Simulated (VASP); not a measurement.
# WS2 (P6_3/mmc) in VASP: notebook

The runs below take WS2 through single point, with PBE.

Program: VASP 6.6.1. These are calculated values, not measurements. Logs are shortened: lines on timing, memory, paths and dates and some standing lists are left out, and cuts for length are marked.

## (1) The cell of the first run

Symmetry: P6_3/mmc, No. 194, hexagonal system. Conventional cell: a = 3.184 Å, b = 3.184 Å, c = 12.978 Å, α = 90.00°, β = 90.00°, γ = 120.00°. Within 3.2 Å of W (site symmetry -6m2) lie 6 S at 2.41 Å and 6 W at 3.18 Å. S (site symmetry 3m) has 3 W at 2.41 Å and 7 S at 3.12 to 3.18 Å within 3.2 Å.

## (2) Single point, PBE

INCAR

```
ALGO = Normal
EDIFF = 1E-6
ENCUT = 520
GGA = PE
ISIF = 2
ISMEAR = 0
LASPH = T
LCHARG = F
LREAL = F
LWAVE = F
NBANDS = 35
NELM = 100
PREC = Accurate
SIGMA = 0.1
```

KPOINTS

```
k-points
0
Gamma
  6 6 2
```

POSCAR

```
WS2
1.0
    3.1842228922      0.0000000000      0.0000000000
   -1.5921114461      2.7576179160      0.0000000000
    0.0000000000      0.0000000000     12.9782823600
W S
2 4
Direct
    0.3333333300      0.6666666700      0.2500000000
    0.6666666700      0.3333333300      0.7500000000
    0.3333333300      0.6666666700      0.6298049400
    0.6666666700      0.3333333300      0.1298049400
    0.3333333300      0.6666666700      0.8701950600
    0.6666666700      0.3333333300      0.3701950600
```

Potentials or basis: VASP PAW PBE potentials, release 64 (W_sv, S).

Launch:

```sh
$ cat potpaw_PBE.64/W_sv/POTCAR potpaw_PBE.64/S/POTCAR > POTCAR
$ mpirun -np 1 vasp_std > vasp.out
```

OUTCAR:

```text
EDIFF = 1E-6
   ENCUT = 520
   GGA = PE
   ISIF = 2
   ISMEAR = 0
   LASPH = T
   LREAL = F
   NELM = 100
   PREC = Accurate

 ion  position               nearest neighbor table
   1  0.333  0.667  0.250-   4 2.41   6 2.41   4 2.41   6 2.41   4 2.41   6 2.41
   2  0.667  0.333  0.750-   3 2.41   5 2.41   3 2.41   5 2.41   3 2.41   5 2.41
   3  0.333  0.667  0.630-   2 2.41   2 2.41   2 2.41
   4  0.667  0.333  0.130-   1 2.41   1 2.41   1 2.41
   5  0.333  0.667  0.870-   2 2.41   2 2.41   2 2.41
   6  0.667  0.333  0.370-   1 2.41   1 2.41   1 2.41

  LATTYP: Found a hexagonal cell.
 ALAT       =     3.1842228922
 C/A-ratio  =     4.0758083838

  Lattice vectors:

 A1 = (   3.1842228922,   0.0000000000,   0.0000000000)
 A2 = (  -1.5921114461,   2.7576179160,   0.0000000000)
 A3 = (   0.0000000000,   0.0000000000,  12.9782823600)

Analysis of symmetry for initial positions (statically):
=====================================================================
 Subroutine PRICEL returns:
 Original cell was already a primitive cell.

 Routine SETGRP: Setting up the symmetry group for a
 hexagonal supercell.

 Subroutine GETGRP returns: Found 24 space group operations
 (whereof 12 operations were pure point group operations)
 out of a pool of 24 trial point group operations.

The static configuration has the point symmetry D_3d.
 The point group associated with its full space group is D_6h.

Analysis of symmetry for dynamics (positions and initial velocities):
=====================================================================
 Subroutine PRICEL returns:
 Original cell was already a primitive cell.

 Routine SETGRP: Setting up the symmetry group for a
 hexagonal supercell.

 Subroutine GETGRP returns: Found 24 space group operations
 (whereof 12 operations were pure point group operations)
 out of a pool of 24 trial point group operations.

The dynamic configuration has the point symmetry D_3d.
 The point group associated with its full space group is D_6h.

 Subroutine INISYM returns: Found 24 space group operations
 (whereof 12 operations are pure point group operations),
 and found     1 'primitive' translations

----------------------------------------------------------------------------------------

                                     Primitive cell

  volume of cell :     113.9606

  direct lattice vectors                    reciprocal lattice vectors
     3.184222892  0.000000000  0.000000000     0.314048367  0.181315909  0.000000000
    -1.592111446  2.757617916  0.000000000     0.000000000  0.362631819  0.000000000
     0.000000000  0.000000000 12.978282360     0.000000000  0.000000000  0.077051799

  length of vectors
     3.184222892  3.184222892 12.978282360     0.362631819  0.362631819  0.077051799

  position of ions in fractional coordinates (direct lattice)
     0.333333330  0.666666670  0.250000000
     0.666666670  0.333333330  0.750000000
     0.333333330  0.666666670  0.629804940
     0.666666670  0.333333330  0.129804940
     0.333333330  0.666666670  0.870195060
     0.666666670  0.333333330  0.370195060

  ion indices of the primitive-cell ions
   primitive index   ion index
                 1           1
                 2           2
                 3           3
                 4           4
                 5           5
                 6           6

----------------------------------------------------------------------------------------

 KPOINTS: k-points

Automatic generation of k-mesh.
 Grid dimensions read from file:
 generate k-points for:    6    6    2

 Generating k-lattice:

  Cartesian coordinates                     Fractional coordinates (reciprocal lattice)
     0.052341395  0.030219318  0.000000000     0.166666667 -0.000000000  0.000000000
     0.000000000  0.060438636  0.000000000     0.000000000  0.166666667  0.000000000
     0.000000000  0.000000000  0.038525899     0.000000000  0.000000000  0.500000000

  Length of vectors
     0.060438636  0.060438636  0.038525899

  Shift w.r.t. Gamma in fractional coordinates (k-lattice)
     0.000000000  0.000000000  0.000000000

 Subroutine IBZKPT returns following result:
 ===========================================

 Found     14 irreducible k-points:

 Following reciprocal coordinates:
            Coordinates               Weight
  0.000000  0.000000  0.000000      1.000000
  0.166667  0.000000  0.000000      6.000000
  0.333333  0.000000  0.000000      6.000000
  0.500000  0.000000  0.000000      3.000000
  0.166667  0.166667  0.000000      6.000000
  0.333333  0.166667  0.000000     12.000000
  0.333333  0.333333  0.000000      2.000000
  0.000000  0.000000  0.500000      1.000000
  0.166667  0.000000  0.500000      6.000000
  0.333333  0.000000  0.500000      6.000000
  0.500000  0.000000  0.500000      3.000000
  0.166667  0.166667  0.500000      6.000000
  0.333333  0.166667  0.500000     12.000000
  0.333333  0.333333  0.500000      2.000000
   k-points           NKPTS =     14   k-points in BZ     NKDIM =     14   number of bands    NBANDS=     35
   number of dos      NEDOS =    301   number of ions     NIONS =      6
   total plane-waves  NPLWV =  56448
   dimension x,y,z NGX =    24 NGY =   24 NGZ =   98
   dimension x,y,z NGXF=    48 NGYF=   48 NGZF=  196
   ions per type =               2   4
   NGX,Y,Z   is equivalent  to a cutoff of  12.53, 12.53, 12.55 a.u.
   NGXF,Y,Z  is equivalent  to a cutoff of  25.06, 25.06, 25.11 a.u.
 SYSTEM =  unknown system
   PREC   = accura    normal or accurate (medium, high low for compatibility)
   ISTART =      0    job   : 0-new  1-cont  2-samecut
   ICHARG =      2    charge: 1-file 2-atom 10-const
   ISPIN  =      1    spin polarized calculation?
   LNONCOLLINEAR =      F non collinear calculations
   LSORBIT =      F    spin-orbit coupling
   LASPH  =      T    aspherical Exc in radial PAW
   ENCUT  =  520.0 eV  38.22 Ry    6.18 a.u.   5.92  5.92 24.13*2*pi/ulx,y,z
   NELM   =    100;   NELMIN=  2; NELMDL= -5     # of ELM steps
   EDIFF  = 0.1E-05   stopping-criterion for ELM
   LREAL  =      F    real-space projection
[... 7 lines left out ...]
   TEBEG  =    0.0;   TEEND  =   0.0 temperature during run
   PSTRESS=    0.0 pullay stress
   NELECT =      52.0000    total number of electrons
   NUPDOWN=      -1.0000    fix difference up-down
   EMIN   =  10.00;   EMAX   =-10.00  energy-range for DOS
   EFERMI =   0.00;   METHOD = LEGACY
   ISMEAR =     0;   SIGMA  =   0.10  broadening in eV -4-tet -1-fermi 0-gaus
   EFERMI_NEDOS =   21; number of points for ismear=-14 and -15
   IALGO  =     38    algorithm
   IMIX   =      4    mixing-type and parameters
     AMIX     =   0.40;   BMIX     =  1.00
     AMIX_MAG =   1.60;   BMIX_MAG =  1.00
  volume/ion in A,a.u.               =      18.99       128.17
  Fermi-wavevector in a.u.,A,eV,Ry     =   1.260350  2.381715 21.612597  1.588481
  Thomas-Fermi vector in A             =   2.393864
   LORBIT       =      0    0 simple, 1 ext, 2 COOP (PROOUT), +10 PAW based schemes
   GGA     = PE    functional components
   LHFCALC =     F    Hartree Fock is set to
   AEXX    =    0.0000 exact exchange contribution
   IVDW    =     0    specifies the selected vdW correction
   LEPSILON=     F    determine dielectric tensor
   LRPA    =     F    only Hartree local field effects (RPA)
 non-spin polarized calculation
 Gauss-broadening in eV      SIGMA  =   0.10
  energy-cutoff  :      520.00
  volume of cell :      113.96
 maximum number of plane-waves:      3088
 NGX is ok and might be reduce to    24
   NGX = 11   NGY = 11   NGZ = 49

 number of electron      51.9999999 magnetization

 Free energy of the ion-electron system (eV)
  ---------------------------------------------------
  ext. energy  EPLUGINS =         0.00000000
  ---------------------------------------------------
  free energy    TOTEN  =       -47.32020501 eV

  energy without entropy =      -47.32020501  energy(sigma->0) =      -47.32020501

 E-fermi :   7.2089     XC(G=0): -10.4829

 val. band max:        6.5290085012   @ k =   0.0000   0.0000   0.0000
 cond. band min:       7.7664797914   @ k =   0.1667   0.1667   0.0000
 fundamental gap:      1.2374712902
 Fermi energy:         7.2088576042

 k-point     1 :       0.0000    0.0000    0.0000
  band No.  band energies     occupation
      1     -68.0023      2.00000
      2     -68.0023      2.00000
      3     -32.2419      2.00000
      4     -32.2419      2.00000
      5     -32.0930      2.00000
      6     -32.0930      2.00000
[... 27 lines left out ...]
     34       9.1199      0.00000
     35      11.2135      0.00000

 k-point     2 :       0.1667    0.0000    0.0000
  band No.  band energies     occupation
      1     -67.9982      2.00000
      2     -67.9981      2.00000
      3     -32.2266      2.00000
      4     -32.2266      2.00000
      5     -32.1774      2.00000
      6     -32.1774      2.00000
[... 27 lines left out ...]
     34       9.6421      0.00000
     35      12.7832      0.00000

 k-point     3 :       0.3333    0.0000    0.0000
  band No.  band energies     occupation
      1     -67.9899      2.00000
      2     -67.9898      2.00000
      3     -32.3424      2.00000
      4     -32.3424      2.00000
      5     -32.1960      2.00000
      6     -32.1960      2.00000
[... 27 lines left out ...]
     34      10.6013      0.00000
     35      12.4851      0.00000

 k-point     4 :       0.5000    0.0000    0.0000
  band No.  band energies     occupation
      1     -67.9857      2.00000
      2     -67.9857      2.00000
      3     -32.4232      2.00000
      4     -32.4232      2.00000
      5     -32.1807      2.00000
      6     -32.1807      2.00000
[... 27 lines left out ...]
     34      10.9015      0.00000
     35      10.9115      0.00000

 k-point     5 :       0.1667    0.1667    0.0000
  band No.  band energies     occupation
      1     -67.9920      2.00000
      2     -67.9919      2.00000
      3     -32.2861      2.00000
      4     -32.2861      2.00000
      5     -32.2037      2.00000
      6     -32.2037      2.00000
[... 27 lines left out ...]
     34      10.7805      0.00000
     35      13.9066      0.00000

 k-point     6 :       0.3333    0.1667    0.0000
  band No.  band energies     occupation
      1     -67.9857      2.00000
      2     -67.9857      2.00000
      3     -32.3821      2.00000
      4     -32.3821      2.00000
      5     -32.2139      2.00000
      6     -32.2139      2.00000
[... 27 lines left out ...]
     34      11.2140      0.00000
     35      12.0612      0.00000

 k-point     7 :       0.3333    0.3333    0.0000
  band No.  band energies     occupation
      1     -67.9836      2.00000
      2     -67.9836      2.00000
      3     -32.3405      2.00000
      4     -32.3405      2.00000
      5     -32.3070      2.00000
      6     -32.3070      2.00000
[... 27 lines left out ...]
     34      11.5454      0.00000
     35      12.4538      0.00000

 k-point     8 :       0.0000    0.0000    0.5000
  band No.  band energies     occupation
      1     -68.0023      2.00000
      2     -68.0023      2.00000
      3     -32.2419      2.00000
      4     -32.2419      2.00000
      5     -32.0930      2.00000
      6     -32.0930      2.00000
[... 27 lines left out ...]
     34       9.0776      0.00000
     35      11.3464      0.00000

 k-point     9 :       0.1667    0.0000    0.5000
  band No.  band energies     occupation
      1     -67.9981      2.00000
      2     -67.9981      2.00000
      3     -32.2266      2.00000
      4     -32.2266      2.00000
      5     -32.1774      2.00000
      6     -32.1774      2.00000
[... 27 lines left out ...]
     34       9.6106      0.00000
     35      12.9615      0.00000

 k-point    10 :       0.3333    0.0000    0.5000
  band No.  band energies     occupation
      1     -67.9899      2.00000
      2     -67.9899      2.00000
      3     -32.3424      2.00000
      4     -32.3424      2.00000
      5     -32.1960      2.00000
      6     -32.1960      2.00000
[... 27 lines left out ...]
     34      10.5031      0.00000
     35      12.6490      0.00000

 k-point    11 :       0.5000    0.0000    0.5000
  band No.  band energies     occupation
      1     -67.9857      2.00000
      2     -67.9857      2.00000
      3     -32.4232      2.00000
      4     -32.4232      2.00000
      5     -32.1807      2.00000
      6     -32.1807      2.00000
[... 27 lines left out ...]
     34      10.7640      0.00000
     35      11.1617      0.00000

 k-point    12 :       0.1667    0.1667    0.5000
  band No.  band energies     occupation
      1     -67.9920      2.00000
      2     -67.9920      2.00000
      3     -32.2861      2.00000
      4     -32.2861      2.00000
      5     -32.2037      2.00000
      6     -32.2037      2.00000
[... 27 lines left out ...]
     34      10.6256      0.00000
     35      13.8810      0.00000

 k-point    13 :       0.3333    0.1667    0.5000
  band No.  band energies     occupation
      1     -67.9857      2.00000
      2     -67.9857      2.00000
      3     -32.3821      2.00000
      4     -32.3821      2.00000
      5     -32.2139      2.00000
      6     -32.2139      2.00000
[... 27 lines left out ...]
     34      10.8774      0.00000
     35      12.4068      0.00000

 k-point    14 :       0.3333    0.3333    0.5000
  band No.  band energies     occupation
      1     -67.9836      2.00000
      2     -67.9836      2.00000
      3     -32.3405      2.00000
      4     -32.3405      2.00000
      5     -32.3070      2.00000
      6     -32.3070      2.00000
[... 27 lines left out ...]
     34      11.4582      0.00000
     35      12.9307      0.00000

------------------------ aborting loop because EDIFF is reached ----------------------------------------

  FORCE on cell =-STRESS in cart. coord.  units (eV):
  Direction    XX          YY          ZZ          XY          YZ          ZX
  --------------------------------------------------------------------------------------
  -------------------------------------------------------------------------------------
  Total        0.8413635      0.8413635      2.0300112     -0.0000000     -0.0000000      0.0000000
  in kB       11.8287677     11.8287677     28.5400179     -0.0000000     -0.0000000      0.0000000
  external PRESSURE =      17.3991845 kB  Pullay stress =       0.0000000 kB

 VOLUME and BASIS-vectors are now :
 -----------------------------------------------------------------------------
  energy-cutoff  :      520.00
  volume of cell :      113.96
      direct lattice vectors                 reciprocal lattice vectors
     3.184222892  0.000000000  0.000000000     0.314048367  0.181315909  0.000000000
    -1.592111446  2.757617916  0.000000000     0.000000000  0.362631819  0.000000000
     0.000000000  0.000000000 12.978282360     0.000000000  0.000000000  0.077051799

 POSITION                                       TOTAL-FORCE (eV/Angst)
 -----------------------------------------------------------------------------------
     -0.00000      1.83841      3.24457         0.000000      0.000000      0.000000
      1.59211      0.91921      9.73371        -0.000000      0.000000      0.000000
     -0.00000      1.83841      8.17379         0.000000     -0.000000     -0.209259
      1.59211      0.91921      1.68465        -0.000000      0.000000     -0.209259
     -0.00000      1.83841     11.29364         0.000000     -0.000000      0.209259
      1.59211      0.91921      4.80450        -0.000000      0.000000      0.209259
 -----------------------------------------------------------------------------------
    total drift:                               -0.000010      0.000006     -0.000000

  FREE ENERGIE OF THE ION-ELECTRON SYSTEM (eV)
  ---------------------------------------------------
  free  energy   TOTEN  =       -47.3202050086 eV

  energy  without entropy=      -47.3202050086  energy(sigma->0) =      -47.32020501
```

Run time: 58 s. Hardware: 1 thread of Intel Xeon Platinum 8259CL at 2.50GHz (Skylake/Cascade Lake), shared host; peak memory 0.24 GiB.

Results:

| Item | Value |
| --- | --- |
| Free energy | -47.3202 eV |
| Pressure | 1.7 GPa |
| Largest force | 0.209 eV/Å |
| Band gap on the k mesh | 1.24 eV, indirect (least direct gap 1.74 eV) |

Forces in eV/Å, atoms in the order of the input:
```
W    0.000  0.000  0.000
W    0.000  0.000  0.000
S    0.000  0.000 -0.209
S    0.000  0.000 -0.209
S    0.000  0.000  0.209
S    0.000  0.000  0.209
```

Caveat: spin-orbit coupling is left out, which moves the levels of the heavy elements; this functional lacks dispersion, which binds the layers, so the pressure and a relaxed spacing across them are unreliable.

## (3) Single point, PBE

This run uses another cell than the first one, of 21.81 Å³/atom, 1.148 times its volume.

INCAR

```
PREC     = Accurate       # precision mode
ENCUT    = 520            # plane-wave cutoff, eV
EDIFF    = 1E-7           # SCF threshold, eV
ISMEAR   = 0              # smearing method
SIGMA    = 0.02           # smearing width, eV
LREAL    = F              # projectors in reciprocal space
LASPH    = T              # aspherical terms in the spheres
NELM     = 100            # most SCF steps
ALGO     = Normal         # electronic algorithm
ISIF     = 2              # what is computed and relaxed
LWAVE    = F              # write WAVECAR
LCHARG   = F              # write CHGCAR
GGA      = PE             # functional
NBANDS   = 35             # bands
```

KPOINTS

```
Automatic mesh
0
Gamma
  12 12 2
```

POSCAR

```
WS2
1.0
    3.1877751688      0.0000000000      0.0000000000
   -1.5938875844      2.7606942778      0.0000000000
    0.0000000000      0.0000000000     14.8712780525
W S
2 4
Direct
    0.3333333333      0.6666666667      0.2500000000
    0.6666666667      0.3333333333      0.7500000000
    0.3333333333      0.6666666667      0.6443541037
    0.6666666667      0.3333333333      0.1443541037
    0.3333333333      0.6666666667      0.8556458963
    0.6666666667      0.3333333333      0.3556458963
```

Potentials or basis: VASP PAW PBE potentials, release 64 (W_sv, S).

Launch:

```sh
$ cat potpaw_PBE.64/W_sv/POTCAR potpaw_PBE.64/S/POTCAR > POTCAR
$ mpirun -np 1 vasp_std > vasp.out
```

Run time: 64 s. Hardware: 1 thread of Intel Xeon 6975P-C (Granite Rapids), shared host; peak memory 0.31 GiB.

The run converged. Its results:

| Quantity | Value |
| --- | --- |
| Free energy | -47.3639 eV |
| Pressure | 0.0 GPa |
| Largest force | 0.003 eV/Å |
| Band gap on the k mesh | 1.64 eV, indirect (least direct gap 1.80 eV) |

Forces on the atoms (eV/Å):
```
W    0.000  0.000  0.000
W    0.000  0.000  0.000
S    0.000  0.000 -0.003
S    0.000  0.000 -0.003
S    0.000  0.000  0.003
S    0.000  0.000  0.003
```

Levels at points of the mesh, in eV from the valence-band top:
```tsv
k point	band 23	band 24	band 25	band 26	band 27	band 28	band 29	band 30
(0.00, 0.00, 0.00)	-1.78	-1.78	-0.41	0.00	2.70	2.70	2.70	2.70
(0.50, 0.00, 0.00)	-1.45	-1.44	-1.10	-1.09	2.66	2.67	3.08	3.14
(0.00, 0.00, 0.50)	-1.79	-1.79	-0.18	-0.18	2.70	2.70	2.70	2.70
(0.50, 0.00, 0.50)	-1.45	-1.45	-1.10	-1.10	2.66	2.66	3.11	3.11
```

Caveat: spin-orbit coupling is left out, which moves the levels of the heavy elements; this functional lacks dispersion, which binds the layers, so the pressure and a relaxed spacing across them are unreliable.
